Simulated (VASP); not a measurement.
# Au (P6_3/mmc) in VASP: further runs

The runs below take Au through single point, relaxation of cell and atoms, with LDA.

Program: VASP 6.6.1. These are calculated values, not measurements. Logs are shortened: lines on timing, memory, paths and dates and some standing lists are left out, and cuts for length are marked.

### 1 The cell of the first run

The structure is hexagonal, space group P6_3/mmc (No. 194). Conventional cell: a = 3.018 Å, b = 3.018 Å, c = 4.927 Å, α = 90.00°, β = 90.00°, γ = 120.00°. Au (site symmetry -6m2) has 12 Au at 3.02 Å within 4.0 Å.

This isn't the form of Au at room conditions, which is fcc.

### 2 Single point, LDA

Contents of INCAR:

```
PREC = Accurate
ENCUT = 520
EDIFF = 1E-6
ISMEAR = -1
SIGMA = 0.05
LREAL = F
LASPH = T
NELM = 80
ALGO = Normal
ISIF = 2
LWAVE = F
LCHARG = F
GGA = CA
NBANDS = 18
```

Contents of KPOINTS:

```
Automatic mesh
0
Gamma
  16 16 9
```

Contents of POSCAR:

```
Au
1.0
    3.0176822216      0.0000000000      0.0000000000
   -1.5088411108      2.6133894644      0.0000000000
    0.0000000000      0.0000000000      4.9270067353
Au
2
Direct
    0.3333333333      0.6666666667      0.2500000000
    0.6666666667      0.3333333333      0.7500000000
```

Potentials or basis: VASP PAW LDA potentials, release 64 (Au).

On the command line:

```console
cat potpaw_LDA.64/Au/POTCAR > POTCAR
mpirun -np 1 vasp_std > vasp.out
```

OUTCAR:

```text
PREC = Accurate
   ENCUT = 520
   EDIFF = 1E-6
   ISMEAR = -1
   LREAL = F
   LASPH = T
   NELM = 80
   ISIF = 2
   GGA = CA

 ion  position               nearest neighbor table
   1  0.333  0.667  0.250-   2 3.02   2 3.02   2 3.02   2 3.02   2 3.02   2 3.02
   2  0.667  0.333  0.750-   1 3.02   1 3.02   1 3.02   1 3.02   1 3.02   1 3.02

  LATTYP: Found a hexagonal cell.
 ALAT       =     3.0176822216
 C/A-ratio  =     1.6327122518

  Lattice vectors:

 A1 = (   3.0176822216,   0.0000000000,   0.0000000000)
 A2 = (  -1.5088411108,   2.6133894644,   0.0000000000)
 A3 = (   0.0000000000,   0.0000000000,   4.9270067353)

Analysis of symmetry for initial positions (statically):
=====================================================================
 Subroutine PRICEL returns:
 Original cell was already a primitive cell.

 Routine SETGRP: Setting up the symmetry group for a
 hexagonal supercell.

 Subroutine GETGRP returns: Found 24 space group operations
 (whereof 12 operations were pure point group operations)
 out of a pool of 24 trial point group operations.

The static configuration has the point symmetry D_3d.
 The point group associated with its full space group is D_6h.

Analysis of symmetry for dynamics (positions and initial velocities):
=====================================================================
 Subroutine PRICEL returns:
 Original cell was already a primitive cell.

 Routine SETGRP: Setting up the symmetry group for a
 hexagonal supercell.

 Subroutine GETGRP returns: Found 24 space group operations
 (whereof 12 operations were pure point group operations)
 out of a pool of 24 trial point group operations.

The dynamic configuration has the point symmetry D_3d.
 The point group associated with its full space group is D_6h.

 Subroutine INISYM returns: Found 24 space group operations
 (whereof 12 operations are pure point group operations),
 and found     1 'primitive' translations

----------------------------------------------------------------------------------------

                                     Primitive cell

  volume of cell :      38.8562

  direct lattice vectors                    reciprocal lattice vectors
     3.017682222  0.000000000  0.000000000     0.331380154  0.191322421  0.000000000
    -1.508841111  2.613389464  0.000000000     0.000000000  0.382644843  0.000000000
     0.000000000  0.000000000  4.927006735     0.000000000  0.000000000  0.202962986

  length of vectors
     3.017682222  3.017682222  4.927006735     0.382644842  0.382644843  0.202962986

  position of ions in fractional coordinates (direct lattice)
     0.333333333  0.666666667  0.250000000
     0.666666667  0.333333333  0.750000000

  ion indices of the primitive-cell ions
   primitive index   ion index
                 1           1
                 2           2

----------------------------------------------------------------------------------------

 KPOINTS: Automatic mesh

Automatic generation of k-mesh.
 Grid dimensions read from file:
 generate k-points for:   16   16    9

 Generating k-lattice:

  Cartesian coordinates                     Fractional coordinates (reciprocal lattice)
     0.020711260  0.011957651  0.000000000     0.062500000 -0.000000000  0.000000000
     0.000000000  0.023915303  0.000000000     0.000000000  0.062500000  0.000000000
     0.000000000  0.000000000  0.022551443     0.000000000  0.000000000  0.111111111

  Length of vectors
     0.023915303  0.023915303  0.022551443

  Shift w.r.t. Gamma in fractional coordinates (k-lattice)
     0.000000000  0.000000000  0.000000000

 Subroutine IBZKPT returns following result:
 ===========================================

 Found    150 irreducible k-points:

 Following reciprocal coordinates:
            Coordinates               Weight
  0.000000  0.000000  0.000000      1.000000
  0.062500  0.000000  0.000000      6.000000
  0.125000  0.000000  0.000000      6.000000
  0.187500 -0.000000  0.000000      6.000000
  0.250000  0.000000  0.000000      6.000000
  0.312500 -0.000000  0.000000      6.000000
[... 16 lines left out ...]
  0.187500  0.187500  0.000000      6.000000
  0.250000  0.187500  0.000000     12.000000
 [... further k-points ...]
   k-points           NKPTS =    150   k-points in BZ     NKDIM =    150   number of bands    NBANDS=     18
   number of dos      NEDOS =    301   number of ions     NIONS =      2
   total plane-waves  NPLWV =  23040
   dimension x,y,z NGX =    24 NGY =   24 NGZ =   40
   dimension x,y,z NGXF=    48 NGYF=   48 NGZF=   80
   ions per type =               2
   NGX,Y,Z   is equivalent  to a cutoff of  13.22, 13.22, 13.50 a.u.
   NGXF,Y,Z  is equivalent  to a cutoff of  26.44, 26.44, 26.99 a.u.
 SYSTEM =  unknown system
   PREC   = accura    normal or accurate (medium, high low for compatibility)
   ISTART =      0    job   : 0-new  1-cont  2-samecut
   ICHARG =      2    charge: 1-file 2-atom 10-const
   ISPIN  =      1    spin polarized calculation?
   LNONCOLLINEAR =      F non collinear calculations
   LSORBIT =      F    spin-orbit coupling
   LASPH  =      T    aspherical Exc in radial PAW
   ENCUT  =  520.0 eV  38.22 Ry    6.18 a.u.   5.61  5.61  9.16*2*pi/ulx,y,z
   NELM   =     80;   NELMIN=  2; NELMDL= -5     # of ELM steps
   EDIFF  = 0.1E-05   stopping-criterion for ELM
   LREAL  =      F    real-space projection
   EDIFFG = 0.1E-04   stopping-criterion for IOM
   NSW    =      0    number of steps for IOM
   IBRION =     -1    ionic relax: 0-MD 1-quasi-New 2-CG
   NFREE  =      0    steps in history (QN), initial steepest desc. (CG)
   ISIF   =      2    stress and relaxation
   ISYM   =      2    0-nonsym 1-usesym 2-fastsym
   POTIM  = 0.5000    time-step for ionic-motion
   TEBEG  =    0.0;   TEEND  =   0.0 temperature during run
   PSTRESS=    0.0 pullay stress
   NELECT =      22.0000    total number of electrons
   NUPDOWN=      -1.0000    fix difference up-down
   EMIN   =  10.00;   EMAX   =-10.00  energy-range for DOS
   EFERMI =   0.00;   METHOD = LEGACY
   ISMEAR =    -1;   SIGMA  =   0.05  broadening in eV -4-tet -1-fermi 0-gaus
   EFERMI_NEDOS =   21; number of points for ismear=-14 and -15
   IALGO  =     38    algorithm
   IMIX   =      4    mixing-type and parameters
     AMIX     =   0.40;   BMIX     =  1.00
     AMIX_MAG =   1.60;   BMIX_MAG =  1.00
  volume/ion in A,a.u.               =      19.43       131.11
  Fermi-wavevector in a.u.,A,eV,Ry     =   1.354343  2.559338 24.956432  1.834246
  Thomas-Fermi vector in A             =   2.481523
   LORBIT       =      0    0 simple, 1 ext, 2 COOP (PROOUT), +10 PAW based schemes
   GGA     = CA    functional components
   LHFCALC =     F    Hartree Fock is set to
   AEXX    =    0.0000 exact exchange contribution
   IVDW    =     0    specifies the selected vdW correction
   LEPSILON=     F    determine dielectric tensor
   LRPA    =     F    only Hartree local field effects (RPA)
 non-spin polarized calculation
  energy-cutoff  :      520.00
  volume of cell :       38.86
 maximum number of plane-waves:      1087
 NGX is ok and might be reduce to    24
   NGX = 11   NGY = 11   NGZ = 19

 number of electron      22.0000001 magnetization

 Free energy of the ion-electron system (eV)
  ---------------------------------------------------
  ext. energy  EPLUGINS =         0.00000000
  ---------------------------------------------------
  free energy    TOTEN  =        -8.47909970 eV

  energy without entropy =       -8.47154364  energy(sigma->0) =       -8.47532167

 E-fermi :   7.1971     XC(G=0): -12.2356

 val. band max:        7.1855371068   @ k =   0.1250   0.1250   0.2222
 cond. band min:       7.2176306653   @ k =   0.3750   0.1250   0.3333
 fundamental gap:      0.0320935584
 Fermi energy:         7.1971496440

 k-point     1 :       0.0000    0.0000    0.0000
  band No.  band energies     occupation
      1      -1.3904      2.00000
      2       0.9767      2.00000
      3       3.1518      2.00000
      4       3.2661      2.00000
      5       3.2661      2.00000
      6       3.5400      2.00000
[... 10 lines left out ...]
     17      23.8666      0.00000
     18      23.8666      0.00000

 k-point     2 :       0.0625    0.0000    0.0000
  band No.  band energies     occupation
      1      -1.2827      2.00000
      2       1.0606      2.00000
      3       3.0675      2.00000
      4       3.3319      2.00000
      5       3.3450      2.00000
      6       3.5083      2.00000
[... 10 lines left out ...]
     17      23.3510      0.00000
     18      24.2088      0.00000

 k-point     3 :       0.1250    0.0000    0.0000
  band No.  band energies     occupation
      1      -0.9674      2.00000
      2       1.2910      2.00000
      3       2.9247      2.00000
      4       3.3873      2.00000
      5       3.5237      2.00000
      6       3.5355      2.00000
[... 10 lines left out ...]
     17      23.6908      0.00000
     18      24.7167      0.00000

 k-point     4 :       0.1875   -0.0000    0.0000
  band No.  band energies     occupation
      1      -0.4724      2.00000
      2       1.5844      2.00000
      3       2.8101      2.00000
      4       3.2377      2.00000
      5       3.2796      2.00000
      6       3.6576      2.00000
[... 375 lines left out ...]
      4       3.1082      2.00000
      5       3.4496      2.00000
      6       3.6369      2.00000
[... 10 lines left out ...]
     17      18.2886      0.00000
     18      21.1860      0.00000

 k-point    23 :       0.1875    0.1875    0.0000
  band No.  band energies     occupation
      1       1.0138      2.00000
      2       2.2129      2.00000
      3       2.4153      2.00000
      4       2.4497      2.00000
      5       3.1487      2.00000
      6       3.3463      2.00000
[... 10 lines left out ...]
     17      21.4455      0.00000
     18      22.0127      0.00000

 k-point    24 :       0.2500    0.1875    0.0000
  band No.  band energies     occupation
      1       1.5353      2.00000
      2       2.1598      2.00000
      3       2.1775      2.00000
      4       2.6287      2.00000
      5       3.0709      2.00000
      6       3.5172      2.00000
[... 10 lines left out ...]
     17      20.5361      0.00000
     18      21.0771      0.00000

 [... further k-points ...]

------------------------ aborting loop because EDIFF is reached ----------------------------------------

  FORCE on cell =-STRESS in cart. coord.  units (eV):
  Direction    XX          YY          ZZ          XY          YZ          ZX
  --------------------------------------------------------------------------------------
  -------------------------------------------------------------------------------------
  Total       -4.6024153     -4.6024153     -4.4592527      0.0000000      0.0000000      0.0000000
  in kB     -189.7735107   -189.7735107   -183.8704228      0.0000000      0.0000000      0.0000000
  external PRESSURE =    -187.8058147 kB  Pullay stress =       0.0000000 kB

 VOLUME and BASIS-vectors are now :
 -----------------------------------------------------------------------------
  energy-cutoff  :      520.00
  volume of cell :       38.86
      direct lattice vectors                 reciprocal lattice vectors
     3.017682222  0.000000000  0.000000000     0.331380154  0.191322421  0.000000000
    -1.508841111  2.613389464  0.000000000     0.000000000  0.382644843  0.000000000
     0.000000000  0.000000000  4.927006735     0.000000000  0.000000000  0.202962986

 POSITION                                       TOTAL-FORCE (eV/Angst)
 -----------------------------------------------------------------------------------
     -0.00000      1.74226      1.23175         0.000000     -0.000000      0.000000
      1.50884      0.87113      3.69526        -0.000000      0.000000      0.000000
 -----------------------------------------------------------------------------------
    total drift:                                0.000000     -0.000000      0.000000

  FREE ENERGIE OF THE ION-ELECTRON SYSTEM (eV)
  ---------------------------------------------------
  free  energy   TOTEN  =        -8.4790996982 eV

  energy  without entropy=       -8.4715436387  energy(sigma->0) =       -8.47532167
```

Run time: 46 s. Hardware: 1 thread of AMD EPYC 9R45 (Zen 5), shared host; peak memory 0.17 GiB.

Results:

| Quantity | Value |
| --- | --- |
| Free energy | -8.4791 eV |
| Pressure | -18.8 GPa |
| Band gap on the k mesh | zero (bands 11 and 12 overlap by 5.14 eV) |

Levels at points of the mesh, in eV from the Fermi level:
```csv
k point,band 9,band 10,band 11,band 12,band 13,band 14
"(0.00, 0.00, 0.00)",-3.25,-2.03,-2.03,-0.40,2.40,14.44
"(0.50, 0.00, 0.00)",-1.79,-1.70,0.28,1.13,5.57,6.55
```

Caveat: the cell stands under tension; spin-orbit coupling is left out, which moves the levels of the heavy elements.

### 3 Relaxation of cell and atoms, LDA

This run uses another cell than the first one, of 16.59 Å³/atom.

Contents of INCAR:

```
SYSTEM = Au
  PREC = Accurate
  ENCUT = 600
  EDIFF = 1E-7
  ISMEAR = -1
  SIGMA = 0.05
  LREAL = .FALSE.
  LASPH = .TRUE.
  NELM = 80
  ALGO = Normal
  ISIF = 3
  LWAVE = .FALSE.
  LCHARG = .FALSE.
  IBRION = 2
  NSW = 45
  EDIFFG = -0.005
```

Contents of KPOINTS:

```
Automatic mesh
0
G
  16 16 9
  0 0 0
```

Contents of POSCAR:

```
Au
1.0
    2.8467912931      0.0000000000      0.0000000000
   -1.4233956466      2.4653935791      0.0000000000
    0.0000000000      0.0000000000      4.7279617427
Au
2
Direct
    0.3333333333      0.6666666667      0.2500000000
    0.6666666667      0.3333333333      0.7500000000
```

Potentials or basis: VASP PAW LDA potentials, release 64 (Au).

On the command line:

```console
cat potpaw_LDA.64/Au/POTCAR > POTCAR
mpirun -np 1 vasp_std > vasp.out
```

Run time: 2.3 min. Hardware: 1 thread of AMD EPYC 9R45 (Zen 5), shared host; peak memory 0.17 GiB.

Results (log left out):

```
Free energy                           : -8.8679 eV
Relaxed volume                        : 16.64 Å³/atom
Relaxed cell                          : a = 2.852 Å, b = 2.852 Å, c = 4.726 Å, α = 90.00°, β = 90.00°, γ = 120.00°
Space group after relaxing (to 0.1 Å) : P6_3/mmc (No. 194)
Energy gained by relaxing             : 0.1 meV/atom
Ionic steps                           : 6
Pressure after relaxing               : 0.0 GPa
Band gap on the k mesh                : zero (bands 11 and 12 overlap by 5.94 eV)
```

Step by step:
```csv
step,energy change (eV),largest force (eV/Å),pressure (GPa),volume (Å³)
1,0.0000,0.0000,0.59,33.18
2,0.0004,0.0000,-1.07,33.48
3,-0.0002,0.0000,-0.01,33.29
4,-0.0002,0.0000,0.00,33.28
5,-0.0002,0.0000,0.01,33.28
6,-0.0002,0.0000,0.01,33.28
```

Final structure:
```xyz
2
Lattice="2.8516 0.0000 0.0000 -1.4258 2.4695 0.0000 0.0000 0.0000 4.7262" Properties=species:S:1:pos:R:3 pbc="T T T"
Au    0.0000    1.6464    1.1815
Au    1.4258    0.8232    3.5446
```

Levels at points of the mesh, in eV from the Fermi level:
| k point | band 9 | band 10 | band 11 | band 12 | band 13 | band 14 |
| --- | --- | --- | --- | --- | --- | --- |
| (0.00, 0.00, 0.00) | -3.71 | -2.20 | -2.20 | -1.20 | 2.97 | 14.49 |
| (0.50, 0.00, 0.00) | -1.91 | -1.70 | 0.34 | 1.58 | 5.87 | 7.43 |

Caveat: spin-orbit coupling is left out, which moves the levels of the heavy elements.

The gap in the log of VASP goes by the Fermi energy; the results here count the filled bands.